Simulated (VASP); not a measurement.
BaF2:

```
Ba F
1.0
     0.00000    3.12300    3.12300
     3.12300    0.00000    3.12300
     3.12300    3.12300    0.00000
Ba F
1 2
Cartesian
  0.0000 0.0000 0.0000
  1.5615 1.5615 1.5615
  4.6845 4.6845 4.6845
```

Base run:

| Item | Value |
| --- | --- |
| Program | VASP 6.6.1 |
| Functional | r2SCAN |
| Potentials or basis | VASP PAW PBE potentials, release 64 (Ba_sv, F) |
| Cutoff | 660 eV |
| k mesh | 6 × 6 × 6 |
| Occupations | gaussian, width 0.02 eV |
| Spin | no spin polarisation |

Its results: band gap on the k mesh 7.25 eV (least direct gap 7.31 eV); pressure -0.6 GPa.

Q: The run is repeated on the same cell with these changes: functional from r2SCAN to LDA; potentials or basis from VASP PAW PBE potentials, release 64 (Ba_sv, F) to VASP PAW LDA potentials, release 64 (Ba_sv, F); cutoff from 660 eV to 600 eV. What comes out?

A: Band gap on the k mesh 6.31 eV (least direct gap 6.37 eV); pressure -4.6 GPa.

Caveats: spin-orbit coupling is left out, which moves the levels of the heavy elements; the PAW data sets were made with another functional, which shifts forces and pressure a little (at least some runs); the cell stands under tension (at least some runs).

A k mesh can miss the band edges.
